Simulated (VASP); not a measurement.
# Ta (Im-3m) in VASP: a series of runs, part 3 of 3

VASP 6.6.1. Earlier steps stand in the parts before.

### 5 Single point, PBE

This run uses another cell than the first one: it holds 2 atoms, not 1.

The input, INCAR:

```
PREC = Accurate ; ENCUT = 520
EDIFF = 1E-7 ; ISMEAR = -1
SIGMA = 0.1 ; LREAL = False
LASPH = True ; NELM = 80
ALGO = Normal ; ISIF = 2
LWAVE = False ; LCHARG = False
GGA = PE ; NBANDS = 18
```

The input, KPOINTS:

```
regular mesh
0
Gamma
  13 13 8
```

The input, POSCAR:

```
Ta
1.0
   -1.6600479313      1.6600479313      1.6600479313
    1.6600479313     -1.6600479313      1.6600479313
    3.3200958627      3.3200958627      0.0000000000
Ta
2
Direct
    0.0000000000      0.0000000000      0.0000000000
    0.5000000000      0.5000000000      0.5000000000
```

Potentials or basis: VASP PAW PBE potentials, release 64 (Ta_pv).

Run with:

```bash
$ cat potpaw_PBE.64/Ta_pv/POTCAR > POTCAR
$ mpirun -np 1 vasp_std > vasp.out
```

OUTCAR:

```text
PREC = Accurate
   ENCUT = 520
   EDIFF = 1E-7
   ISMEAR = -1
   LREAL = False
   LASPH = True
   NELM = 80
   ISIF = 2
   GGA = PE

 ion  position               nearest neighbor table
   1  0.000  0.000  0.000-   2 2.88   2 2.88   2 2.88   2 2.88   2 3.32   2 3.32   2 3.32   2 3.32

   2  0.500  0.500  0.500-   1 2.88   1 2.88   1 2.88   1 2.88   1 3.32   1 3.32   1 3.32   1 3.32

  LATTYP: Found a base centered orthorhombic cell.
 ALAT       =     3.3200958626
 B/A-ratio  =     1.4142135624
 C/A-ratio  =     1.4142135624

  Lattice vectors:

 A1 = (  -1.6600479313,   1.6600479313,   1.6600479313)
 A2 = (   1.6600479313,  -1.6600479313,   1.6600479313)
 A3 = (   3.3200958627,   3.3200958627,   0.0000000000)

Analysis of symmetry for initial positions (statically):
=====================================================================
 Subroutine PRICEL returns following result:

  LATTYP: Found a body centered cubic cell.
 ALAT       =     3.3200958626

  Lattice vectors:

 A1 = (  -1.6600479313,   1.6600479313,  -1.6600479313)
 A2 = (  -1.6600479313,  -1.6600479313,   1.6600479313)
[... 175 lines left out ...]
  ext. energy  EPLUGINS =         0.00000000
  ---------------------------------------------------
  free energy    TOTEN  =       -23.67084052 eV

  energy without entropy =      -23.58303856  energy(sigma->0) =      -23.62693954

 E-fermi :   5.3629     XC(G=0): -12.5377

 val. band max:        5.3616956996   @ k =   0.4615   0.0769   0.2500
 cond. band min:       5.3649549815   @ k =  -0.4615   0.4615   0.2500
 fundamental gap:      0.0032592819
 Fermi energy:         5.3629050050

 k-point     1 :       0.0000    0.0000    0.0000
  band No.  band energies     occupation
      1     -28.8914      2.00000
      2     -28.1381      2.00000
      3     -27.7821      2.00000
      4     -27.7779      2.00000
      5     -27.7767      2.00000
      6     -27.7757      2.00000
[... 481 lines left out ...]
      5     -28.0445      2.00000
      6     -28.0360      2.00000
[... 10 lines left out ...]
     17      12.8392      0.00000
     18      14.3942      0.00000

 [... further k-points ...]
[... 5 lines left out ...]
  --------------------------------------------------------------------------------------
  -------------------------------------------------------------------------------------
  Total        0.0579942      0.0579942      0.0629660     -0.0203176      0.0000000     -0.0000000
  in kB        2.5388878      2.5388878      2.7565418     -0.8894701      0.0000000     -0.0000000
  external PRESSURE =       2.6114391 kB  Pullay stress =       0.0000000 kB

 VOLUME and BASIS-vectors are now :
 -----------------------------------------------------------------------------
  energy-cutoff  :      520.00
  volume of cell :       36.60
      direct lattice vectors                 reciprocal lattice vectors
    -1.660047931  1.660047931  1.660047931    -0.150598061  0.150598061  0.301196122
     1.660047931 -1.660047931  1.660047931     0.150598061 -0.150598061  0.301196122
     3.320095863  3.320095863  0.000000000     0.150598061  0.150598061  0.000000000

 POSITION                                       TOTAL-FORCE (eV/Angst)
 -----------------------------------------------------------------------------------
      0.00000      0.00000      0.00000        -0.000000     -0.000000      0.000000
      1.66005      1.66005      1.66005         0.000000      0.000000     -0.000000
 -----------------------------------------------------------------------------------
    total drift:                               -0.000000     -0.000000      0.000000

  FREE ENERGIE OF THE ION-ELECTRON SYSTEM (eV)
  ---------------------------------------------------
  free  energy   TOTEN  =       -23.6708405214 eV

  energy  without entropy=      -23.5830385626  energy(sigma->0) =      -23.62693954
```

OSZICAR:

```text
N       E                     dE             d eps       ncg     rms          rms(c)
DAV:   1     0.170956170803E+03    0.17096E+03   -0.12488E+04  8820   0.125E+03
DAV:   2    -0.202429575571E+02   -0.19120E+03   -0.18796E+03 10994   0.356E+02
DAV:   3    -0.245848612426E+02   -0.43419E+01   -0.42772E+01 10254   0.504E+01
DAV:   4    -0.246161229167E+02   -0.31262E-01   -0.31228E-01  9890   0.456E+00
DAV:   5    -0.246163520790E+02   -0.22916E-03   -0.22915E-03  9784   0.370E-01    0.185E+01
DAV:   6    -0.238905140973E+02    0.72584E+00   -0.77547E-01  9730   0.781E+00    0.900E+00
DAV:   7    -0.236731871192E+02    0.21733E+00   -0.65953E-01  9914   0.681E+00    0.519E-01
DAV:   8    -0.236709016338E+02    0.22855E-02   -0.10879E-02  9798   0.930E-01    0.148E-01
DAV:   9    -0.236708552565E+02    0.46377E-04   -0.28915E-04  9810   0.157E-01    0.392E-02
DAV:  10    -0.236708405147E+02    0.14742E-04   -0.26885E-05 10792   0.506E-02    0.120E-02
DAV:  11    -0.236708406545E+02   -0.13973E-06   -0.29362E-06  9632   0.164E-02    0.836E-04
DAV:  12    -0.236708404449E+02    0.20958E-06   -0.26822E-08  5088   0.153E-03    0.352E-04
DAV:  13    -0.236708405214E+02   -0.76554E-07   -0.31418E-09  4708   0.589E-04
   1 F= -.23670841E+02 E0= -.23626940E+02  d E =-.878020E-01
```

stdout:

```text
POSCAR found type information on POSCAR Ta
 POSCAR found :  1 types and       2 ions
 scaLAPACK will be used
 LDA part: xc-table for (Slater+PW92), standard interpolation
 POSCAR, INCAR and KPOINTS ok, starting setup
 FFT: planning ... GRIDC
 FFT: planning ... GRID_SOFT
 FFT: planning ... GRID
 WAVECAR not read
 entering main loop
```

Run time: 58 s. Hardware: 1 thread of Intel Xeon Platinum 8488C (Sapphire Rapids), shared host; peak memory 0.26 GiB.

What came out:

| Quantity | Value |
| --- | --- |
| Free energy | -23.6708 eV |
| Pressure | 0.3 GPa |
| Band gap on the k mesh | zero (band 11 reaches 6.75 eV, above the bottom of band 12 at 4.04 eV) |

Levels at points of the mesh, in eV from the Fermi level:
| k point | band 8 | band 9 | band 10 | band 11 | band 12 | band 13 | band 14 | band 15 |
| --- | --- | --- | --- | --- | --- | --- | --- | --- |
| (0.00, 0.00, 0.00) | -4.31 | -1.50 | 0.73 | 0.73 | 0.73 | 1.51 | 3.82 | 3.95 |
| (0.00, 0.00, 0.50) | -5.60 | -0.53 | -0.53 | -0.08 | -0.08 | 3.27 | 3.27 | 3.37 |

Caveat: spin-orbit coupling is left out, which moves the levels of the heavy elements.

### 6 The runs side by side

```csv
task,cell,k mesh,cutoff (eV),gap on the mesh (eV),pressure (GPa)
single point,"a = 2.875 Å, angles 109.5°, 1 atom",18 × 18 × 18,520,none,0.1
relaxation of cell and atoms,"relaxed from a = 2.876 Å, angles 109.5°, 1 atom",18 × 18 × 18,600,none,0.0
single point,"a = 2.875, b = 2.875, c = 4.695 Å, angles 90.0, 90.0, 109.5°, 2 atoms",13 × 13 × 8,520,none,0.3
```

Alike in all rows: level PBE; potentials or basis VASP PAW PBE potentials, release 64 (Ta_pv); no spin polarisation; smearing fermi-dirac 0.1 eV.

Caveats: spin-orbit coupling is left out, which moves the levels of the heavy elements.

Absolute energies hang on the potentials; compare differences alone.
